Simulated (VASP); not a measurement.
# Ga (Fd-3m) in VASP: notebook

Ga is run at these levels: PBE; tasks: single point, relaxation of cell and atoms.

All numbers are computed with VASP 6.6.1; they aren't measurements. Logs are shortened: lines on timing, memory, paths and dates and some standing lists are left out, and cuts for length are marked.

## 1. The cell of the first run

Symmetry: Fd-3m, No. 227, cubic system. Conventional cell: a = 5.878 Å, b = 5.878 Å, c = 5.878 Å, α = 90.00°, β = 90.00°, γ = 90.00°. Ga (site symmetry -43m) has 4 Ga at 2.55 Å within 3.4 Å.

This isn't the form of Ga at room conditions, which is orthorhombic.

## 2. Single point, PBE

INCAR

```
SYSTEM = Ga
PREC = Accurate ; ENCUT = 520
EDIFF = 1E-6 ; ISMEAR = -1
SIGMA = 0.05 ; LREAL = .False.
LASPH = .True. ; NELM = 100
ALGO = Normal ; ISIF = 2
LWAVE = .False. ; LCHARG = .False.
GGA = PE ; NBANDS = 20
```

KPOINTS

```
regular mesh
0
Gamma
  12 12 12
  0 0 0
```

POSCAR

```
Ga
1.0
    0.0000000000      2.9392041338      2.9392041338
    2.9392041338      0.0000000000      2.9392041338
    2.9392041338      2.9392041338      0.0000000000
Ga
2
Direct
   -0.1250000000     -0.1250000000     -0.1250000000
    0.1250000000      0.1250000000      0.1250000000
```

Potentials or basis: VASP PAW PBE potentials, release 64 (Ga_d).

Started as:

```bash
> cat potpaw_PBE.64/Ga_d/POTCAR > POTCAR
> mpirun -np 1 vasp_std > vasp.out
```

OUTCAR:

```text
SYSTEM = Ga
   PREC = Accurate
   ENCUT = 520
   EDIFF = 1E-6
   ISMEAR = -1
   LREAL = .False.
   LASPH = .True.
   NELM = 100
   ISIF = 2
   GGA = PE

 ion  position               nearest neighbor table
   1  0.875  0.875  0.875-   2 2.55   2 2.55   2 2.55   2 2.55
   2  0.125  0.125  0.125-   1 2.55   1 2.55   1 2.55   1 2.55

  LATTYP: Found a face centered cubic cell.
 ALAT       =     5.8784082676

  Lattice vectors:

 A1 = (   0.0000000000,   2.9392041338,   2.9392041338)
 A2 = (   2.9392041338,   0.0000000000,   2.9392041338)
 A3 = (   2.9392041338,   2.9392041338,   0.0000000000)

Analysis of symmetry for initial positions (statically):
=====================================================================
 Subroutine PRICEL returns:
 Original cell was already a primitive cell.

 Routine SETGRP: Setting up the symmetry group for a
 face centered cubic supercell.

 Subroutine GETGRP returns: Found 48 space group operations
 (whereof 12 operations were pure point group operations)
 out of a pool of 48 trial point group operations.

The static configuration has the point symmetry D_3d.
 The point group associated with its full space group is O_h .

Analysis of symmetry for dynamics (positions and initial velocities):
=====================================================================
 Subroutine PRICEL returns:
 Original cell was already a primitive cell.

 Routine SETGRP: Setting up the symmetry group for a
 face centered cubic supercell.

 Subroutine GETGRP returns: Found 48 space group operations
 (whereof 12 operations were pure point group operations)
 out of a pool of 48 trial point group operations.

The dynamic configuration has the point symmetry D_3d.
 The point group associated with its full space group is O_h .

 Subroutine INISYM returns: Found 48 space group operations
 (whereof 12 operations are pure point group operations),
 and found     1 'primitive' translations

----------------------------------------------------------------------------------------

                                     Primitive cell

  volume of cell :      50.7831

  direct lattice vectors                    reciprocal lattice vectors
     0.000000000  2.939204134  2.939204134    -0.170114078  0.170114078  0.170114078
     2.939204134  0.000000000  2.939204134     0.170114078 -0.170114078  0.170114078
[... 80 lines left out ...]
   LNONCOLLINEAR =      F non collinear calculations
   LSORBIT =      F    spin-orbit coupling
   LASPH  =      T    aspherical Exc in radial PAW
   ENCUT  =  520.0 eV  38.22 Ry    6.18 a.u.   7.73  7.73  7.73*2*pi/ulx,y,z
   NELM   =    100;   NELMIN=  2; NELMDL= -5     # of ELM steps
   EDIFF  = 0.1E-05   stopping-criterion for ELM
   LREAL  =      F    real-space projection
   EDIFFG = 0.1E-04   stopping-criterion for IOM
   NSW    =      0    number of steps for IOM
   IBRION =     -1    ionic relax: 0-MD 1-quasi-New 2-CG
   NFREE  =      0    steps in history (QN), initial steepest desc. (CG)
   ISIF   =      2    stress and relaxation
   ISYM   =      2    0-nonsym 1-usesym 2-fastsym
   POTIM  = 0.5000    time-step for ionic-motion
   TEBEG  =    0.0;   TEEND  =   0.0 temperature during run
   PSTRESS=    0.0 pullay stress
   NELECT =      26.0000    total number of electrons
   NUPDOWN=      -1.0000    fix difference up-down
   EMIN   =  10.00;   EMAX   =-10.00  energy-range for DOS
   EFERMI =   0.00;   METHOD = LEGACY
   ISMEAR =    -1;   SIGMA  =   0.05  broadening in eV -4-tet -1-fermi 0-gaus
   EFERMI_NEDOS =   21; number of points for ismear=-14 and -15
   IALGO  =     38    algorithm
   IMIX   =      4    mixing-type and parameters
     AMIX     =   0.40;   BMIX     =  1.00
     AMIX_MAG =   1.60;   BMIX_MAG =  1.00
  volume/ion in A,a.u.               =      25.39       171.35
  Fermi-wavevector in a.u.,A,eV,Ry     =   1.309663  2.474904 23.336944  1.715217
  Thomas-Fermi vector in A             =   2.440246
   LORBIT       =      0    0 simple, 1 ext, 2 COOP (PROOUT), +10 PAW based schemes
   GGA     = PE    functional components
   LHFCALC =     F    Hartree Fock is set to
   AEXX    =    0.0000 exact exchange contribution
   IVDW    =     0    specifies the selected vdW correction
   LEPSILON=     F    determine dielectric tensor
   LRPA    =     F    only Hartree local field effects (RPA)
 non-spin polarized calculation
  energy-cutoff  :      520.00
  volume of cell :       50.78
 maximum number of plane-waves:      1391
   NGX = 15   NGY = 15   NGZ = 15

 number of electron      26.0000009 magnetization

 Free energy of the ion-electron system (eV)
  ---------------------------------------------------
  ext. energy  EPLUGINS =         0.00000000
  ---------------------------------------------------
  free energy    TOTEN  =        -5.25933938 eV

  energy without entropy =       -5.24891611  energy(sigma->0) =       -5.25412774

 E-fermi :   2.5674     XC(G=0):  -9.2993

 val. band max:        2.4856936323   @ k =   0.4167   0.1667   0.0833
 cond. band min:       2.5708545500   @ k =  -0.3333   0.3333   0.0833
 fundamental gap:      0.0851609177
 Fermi energy:         2.5674216766

 k-point     1 :       0.0000    0.0000    0.0000
  band No.  band energies     occupation
      1     -12.1879      2.00000
      2     -12.1879      2.00000
      3     -12.1879      2.00000
      4     -12.1475      2.00000
      5     -12.1475      2.00000
      6     -11.8441      2.00000
[... 541 lines left out ...]
     19      12.8672      0.00000
     20      13.7192      0.00000

 [... further k-points ...]

------------------------ aborting loop because EDIFF is reached ----------------------------------------

  FORCE on cell =-STRESS in cart. coord.  units (eV):
  Direction    XX          YY          ZZ          XY          YZ          ZX
  --------------------------------------------------------------------------------------
  -------------------------------------------------------------------------------------
  Total        0.0493571      0.0493571      0.0493571      0.0000000      0.0000000     -0.0000000
  in kB        1.5571872      1.5571872      1.5571872      0.0000000      0.0000000     -0.0000000
  external PRESSURE =       1.5571872 kB  Pullay stress =       0.0000000 kB

 VOLUME and BASIS-vectors are now :
 -----------------------------------------------------------------------------
  energy-cutoff  :      520.00
  volume of cell :       50.78
      direct lattice vectors                 reciprocal lattice vectors
     0.000000000  2.939204134  2.939204134    -0.170114078  0.170114078  0.170114078
     2.939204134  0.000000000  2.939204134     0.170114078 -0.170114078  0.170114078
     2.939204134  2.939204134  0.000000000     0.170114078  0.170114078 -0.170114078

 POSITION                                       TOTAL-FORCE (eV/Angst)
 -----------------------------------------------------------------------------------
      5.14361      5.14361      5.14361        -0.000000     -0.000000     -0.000000
      0.73480      0.73480      0.73480         0.000000      0.000000      0.000000
 -----------------------------------------------------------------------------------
    total drift:                                0.000000      0.000000     -0.000000

  FREE ENERGIE OF THE ION-ELECTRON SYSTEM (eV)
  ---------------------------------------------------
  free  energy   TOTEN  =        -5.2593393769 eV

  energy  without entropy=       -5.2489161106  energy(sigma->0) =       -5.25412774
```

stdout:

```text
POSCAR found type information on POSCAR Ga
 POSCAR found :  1 types and       2 ions
 scaLAPACK will be used
 LDA part: xc-table for (Slater+PW92), standard interpolation
 POSCAR, INCAR and KPOINTS ok, starting setup
 FFT: planning ... GRIDC
 FFT: planning ... GRID_SOFT
 FFT: planning ... GRID
 WAVECAR not read
 entering main loop
```

Run time: 68 s. Hardware: 1 thread of Intel Xeon 8259CL, shared host; peak memory 0.21 GiB.

What came out:

```yaml
Free_energy: -5.2593 eV
Pressure: 0.2 GPa
Band_gap_on_the_k_mesh: zero (bands 13 and 14 overlap by 4.15 eV)
```

## 3. Single point, PBE

INCAR

```
PREC = Accurate
ENCUT = 520
EDIFF = 1E-7
ISMEAR = -1
SIGMA = 0.05
LREAL = False
LASPH = True
NELM = 60
ALGO = Normal
ISIF = 2
LWAVE = False
LCHARG = False
GGA = PE
NBANDS = 20
```

KPOINTS

```
Automatic mesh
0
Gamma
  12 12 12
```

POSCAR is that of step 2.

Potentials or basis: VASP PAW PBE potentials, release 64 (Ga_d).

Started as:

```bash
> cat potpaw_PBE.64/Ga_d/POTCAR > POTCAR
> mpirun -np 1 vasp_std > vasp.out
```

OUTCAR:

```text
PREC = Accurate
   ENCUT = 520
   EDIFF = 1E-7
   ISMEAR = -1
   LREAL = False
   LASPH = True
   NELM = 60
   ISIF = 2
   GGA = PE

 ion  position               nearest neighbor table
   1  0.875  0.875  0.875-   2 2.55   2 2.55   2 2.55   2 2.55
   2  0.125  0.125  0.125-   1 2.55   1 2.55   1 2.55   1 2.55

  LATTYP: Found a face centered cubic cell.
 ALAT       =     5.8784082676

  Lattice vectors:

 A1 = (   0.0000000000,   2.9392041338,   2.9392041338)
 A2 = (   2.9392041338,   0.0000000000,   2.9392041338)
 A3 = (   2.9392041338,   2.9392041338,   0.0000000000)

Analysis of symmetry for initial positions (statically):
=====================================================================
 Subroutine PRICEL returns:
 Original cell was already a primitive cell.

 Routine SETGRP: Setting up the symmetry group for a
 face centered cubic supercell.

 Subroutine GETGRP returns: Found 48 space group operations
 (whereof 12 operations were pure point group operations)
 out of a pool of 48 trial point group operations.

The static configuration has the point symmetry D_3d.
 The point group associated with its full space group is O_h .

Analysis of symmetry for dynamics (positions and initial velocities):
=====================================================================
 Subroutine PRICEL returns:
 Original cell was already a primitive cell.

 Routine SETGRP: Setting up the symmetry group for a
 face centered cubic supercell.

 Subroutine GETGRP returns: Found 48 space group operations
 (whereof 12 operations were pure point group operations)
 out of a pool of 48 trial point group operations.

The dynamic configuration has the point symmetry D_3d.
 The point group associated with its full space group is O_h .

 Subroutine INISYM returns: Found 48 space group operations
 (whereof 12 operations are pure point group operations),
 and found     1 'primitive' translations

----------------------------------------------------------------------------------------

                                     Primitive cell

  volume of cell :      50.7831

  direct lattice vectors                    reciprocal lattice vectors
     0.000000000  2.939204134  2.939204134    -0.170114078  0.170114078  0.170114078
     2.939204134  0.000000000  2.939204134     0.170114078 -0.170114078  0.170114078
     2.939204134  2.939204134  0.000000000     0.170114078  0.170114078 -0.170114078

  length of vectors
     4.156662349  4.156662349  4.156662349     0.294646225  0.294646225  0.294646225

  position of ions in fractional coordinates (direct lattice)
     0.875000000  0.875000000  0.875000000
     0.125000000  0.125000000  0.125000000

  ion indices of the primitive-cell ions
   primitive index   ion index
                 1           1
                 2           2

----------------------------------------------------------------------------------------

 KPOINTS: Automatic mesh

Automatic generation of k-mesh.
 Grid dimensions read from file:
 generate k-points for:   12   12   12

 Generating k-lattice:

  Cartesian coordinates                     Fractional coordinates (reciprocal lattice)
    -0.014176173  0.014176173  0.014176173     0.083333333  0.000000000  0.000000000
     0.014176173 -0.014176173  0.014176173     0.000000000  0.083333333  0.000000000
     0.014176173  0.014176173 -0.014176173     0.000000000  0.000000000  0.083333333

  Length of vectors
     0.024553852  0.024553852  0.024553852

  Shift w.r.t. Gamma in fractional coordinates (k-lattice)
     0.000000000  0.000000000  0.000000000

 Subroutine IBZKPT returns following result:
 ===========================================

 Found     72 irreducible k-points:

 Following reciprocal coordinates:
            Coordinates               Weight
  0.000000  0.000000  0.000000      1.000000
  0.083333  0.000000  0.000000      8.000000
  0.166667  0.000000  0.000000      8.000000
  0.250000  0.000000  0.000000      8.000000
  0.333333  0.000000  0.000000      8.000000
  0.416667  0.000000  0.000000      8.000000
[... 16 lines left out ...]
  0.500000  0.166667  0.000000     24.000000
 -0.416667  0.166667  0.000000     24.000000
 [... further k-points ...]
   k-points           NKPTS =     72   k-points in BZ     NKDIM =     72   number of bands    NBANDS=     20
   number of dos      NEDOS =    301   number of ions     NIONS =      2
   total plane-waves  NPLWV =  32768
   dimension x,y,z NGX =    32 NGY =   32 NGZ =   32
   dimension x,y,z NGXF=    64 NGYF=   64 NGZF=   64
   ions per type =               2
   NGX,Y,Z   is equivalent  to a cutoff of  12.80, 12.80, 12.80 a.u.
   NGXF,Y,Z  is equivalent  to a cutoff of  25.60, 25.60, 25.60 a.u.
 SYSTEM =  unknown system
   PREC   = accura    normal or accurate (medium, high low for compatibility)
   ISTART =      0    job   : 0-new  1-cont  2-samecut
   ICHARG =      2    charge: 1-file 2-atom 10-const
   ISPIN  =      1    spin polarized calculation?
   LNONCOLLINEAR =      F non collinear calculations
   LSORBIT =      F    spin-orbit coupling
   LASPH  =      T    aspherical Exc in radial PAW
   ENCUT  =  520.0 eV  38.22 Ry    6.18 a.u.   7.73  7.73  7.73*2*pi/ulx,y,z
   NELM   =     60;   NELMIN=  2; NELMDL= -5     # of ELM steps
   EDIFF  = 0.1E-06   stopping-criterion for ELM
   LREAL  =      F    real-space projection
   EDIFFG = 0.1E-05   stopping-criterion for IOM
   NSW    =      0    number of steps for IOM
   IBRION =     -1    ionic relax: 0-MD 1-quasi-New 2-CG
   NFREE  =      0    steps in history (QN), initial steepest desc. (CG)
   ISIF   =      2    stress and relaxation
   ISYM   =      2    0-nonsym 1-usesym 2-fastsym
   POTIM  = 0.5000    time-step for ionic-motion
   TEBEG  =    0.0;   TEEND  =   0.0 temperature during run
   PSTRESS=    0.0 pullay stress
   NELECT =      26.0000    total number of electrons
   NUPDOWN=      -1.0000    fix difference up-down
   EMIN   =  10.00;   EMAX   =-10.00  energy-range for DOS
   EFERMI =   0.00;   METHOD = LEGACY
   ISMEAR =    -1;   SIGMA  =   0.05  broadening in eV -4-tet -1-fermi 0-gaus
   EFERMI_NEDOS =   21; number of points for ismear=-14 and -15
   IALGO  =     38    algorithm
   IMIX   =      4    mixing-type and parameters
     AMIX     =   0.40;   BMIX     =  1.00
     AMIX_MAG =   1.60;   BMIX_MAG =  1.00
  volume/ion in A,a.u.               =      25.39       171.35
  Fermi-wavevector in a.u.,A,eV,Ry     =   1.309663  2.474904 23.336944  1.715217
  Thomas-Fermi vector in A             =   2.440246
   LORBIT       =      0    0 simple, 1 ext, 2 COOP (PROOUT), +10 PAW based schemes
   GGA     = PE    functional components
   LHFCALC =     F    Hartree Fock is set to
   AEXX    =    0.0000 exact exchange contribution
   IVDW    =     0    specifies the selected vdW correction
   LEPSILON=     F    determine dielectric tensor
   LRPA    =     F    only Hartree local field effects (RPA)
 non-spin polarized calculation
  energy-cutoff  :      520.00
  volume of cell :       50.78
 maximum number of plane-waves:      1391
   NGX = 15   NGY = 15   NGZ = 15

 number of electron      26.0000009 magnetization

 Free energy of the ion-electron system (eV)
  ---------------------------------------------------
  ext. energy  EPLUGINS =         0.00000000
  ---------------------------------------------------
  free energy    TOTEN  =        -5.25933946 eV

  energy without entropy =       -5.24891621  energy(sigma->0) =       -5.25412784

 E-fermi :   2.5675     XC(G=0):  -9.2993

 val. band max:        2.4857238702   @ k =   0.4167   0.1667   0.0833
 cond. band min:       2.5708832033   @ k =  -0.3333   0.3333   0.0833
 fundamental gap:      0.0851593331
 Fermi energy:         2.5674513039

 k-point     1 :       0.0000    0.0000    0.0000
  band No.  band energies     occupation
      1     -12.1877      2.00000
      2     -12.1877      2.00000
      3     -12.1877      2.00000
      4     -12.1473      2.00000
      5     -12.1473      2.00000
      6     -11.8439      2.00000
[... 12 lines left out ...]
     19      10.2197      0.00000
     20      13.6134      0.00000
[... 507 lines left out ...]
 k-point    24 :      -0.4167    0.1667    0.0000
  band No.  band energies     occupation
      1     -12.2444      2.00000
      2     -12.2281      2.00000
      3     -12.1395      2.00000
      4     -12.0675      2.00000
      5     -12.0534      2.00000
      6     -11.9262      2.00000
[... 12 lines left out ...]
     19      12.8672      0.00000
     20      13.7193      0.00000

 [... further k-points ...]

------------------------ aborting loop because EDIFF is reached ----------------------------------------

  FORCE on cell =-STRESS in cart. coord.  units (eV):
  Direction    XX          YY          ZZ          XY          YZ          ZX
  --------------------------------------------------------------------------------------
  -------------------------------------------------------------------------------------
  Total        0.0344289      0.0344289      0.0344289     -0.0000000     -0.0000000     -0.0000000
  in kB        1.0862119      1.0862119      1.0862119     -0.0000000     -0.0000000     -0.0000000
  external PRESSURE =       1.0862119 kB  Pullay stress =       0.0000000 kB

 VOLUME and BASIS-vectors are now :
 -----------------------------------------------------------------------------
  energy-cutoff  :      520.00
  volume of cell :       50.78
      direct lattice vectors                 reciprocal lattice vectors
     0.000000000  2.939204134  2.939204134    -0.170114078  0.170114078  0.170114078
     2.939204134  0.000000000  2.939204134     0.170114078 -0.170114078  0.170114078
     2.939204134  2.939204134  0.000000000     0.170114078  0.170114078 -0.170114078

 POSITION                                       TOTAL-FORCE (eV/Angst)
 -----------------------------------------------------------------------------------
      5.14361      5.14361      5.14361        -0.000000     -0.000000     -0.000000
      0.73480      0.73480      0.73480         0.000000      0.000000      0.000000
 -----------------------------------------------------------------------------------
    total drift:                                0.000000      0.000000     -0.000000

  FREE ENERGIE OF THE ION-ELECTRON SYSTEM (eV)
  ---------------------------------------------------
  free  energy   TOTEN  =        -5.2593394642 eV

  energy  without entropy=       -5.2489162129  energy(sigma->0) =       -5.25412784
```

OSZICAR:

```text
N       E                     dE             d eps       ncg     rms          rms(c)
DAV:   1     0.139186975618E+03    0.13919E+03   -0.13328E+04  2940   0.223E+03
DAV:   2     0.821575742192E+01   -0.13097E+03   -0.12786E+03  2956   0.392E+02
DAV:   3    -0.503067238014E+01   -0.13246E+02   -0.13186E+02  3296   0.101E+02
DAV:   4    -0.526634437116E+01   -0.23567E+00   -0.23557E+00  3288   0.149E+01
DAV:   5    -0.527036026535E+01   -0.40159E-02   -0.40156E-02  3296   0.193E+00    0.146E+00
DAV:   6    -0.525723790516E+01    0.13122E-01   -0.58003E-02  3840   0.378E+00    0.802E-01
DAV:   7    -0.525908694282E+01   -0.18490E-02   -0.12085E-02  4116   0.156E+00    0.205E-01
DAV:   8    -0.525929046698E+01   -0.20352E-03   -0.27335E-03  3568   0.643E-01    0.277E-02
DAV:   9    -0.525933708295E+01   -0.46616E-04   -0.18949E-04  3228   0.149E-01    0.716E-03
DAV:  10    -0.525933886300E+01   -0.17800E-05   -0.17770E-05  3468   0.480E-02    0.252E-03
DAV:  11    -0.525933939452E+01   -0.53152E-06   -0.20756E-06  3532   0.102E-02    0.465E-04
DAV:  12    -0.525933946415E+01   -0.69633E-07   -0.53171E-08  2328   0.299E-03
   1 F= -.52593395E+01 E0= -.52541278E+01  d E =-.104233E-01
```

Wall time 72 s (1 thread of Intel Xeon 8259CL, shared host); peak memory 0.21 GiB.

Results:

| Property | Result |
| --- | --- |
| Free energy | -5.2593 eV |
| Pressure | 0.1 GPa |
| Band gap on the k mesh | zero (bands 13 and 14 overlap by 4.16 eV) |

Levels at points of the mesh, in eV from the Fermi level:
| k point | band 9 | band 10 | band 11 | band 12 | band 13 | band 14 | band 15 | band 16 | band 17 | band 18 |
| --- | --- | --- | --- | --- | --- | --- | --- | --- | --- | --- |
| (0.00, 0.00, 0.00) | -14.36 | -14.36 | -9.30 | 2.74 | 2.74 | 2.74 | 3.39 | 4.78 | 4.78 | 4.78 |
| (0.50, 0.00, 0.00) | -14.34 | -14.34 | -7.16 | -4.59 | 1.29 | 1.29 | 2.88 | 5.75 | 5.75 | 8.14 |
| (0.50, 0.50, 0.00) | -14.32 | -14.32 | -5.48 | -5.48 | -0.47 | -0.47 | 2.79 | 2.79 | 11.70 | 11.70 |

(Part 1 of 2 ends here.)

The gap in the log of VASP goes by the Fermi energy; the results here count the filled bands.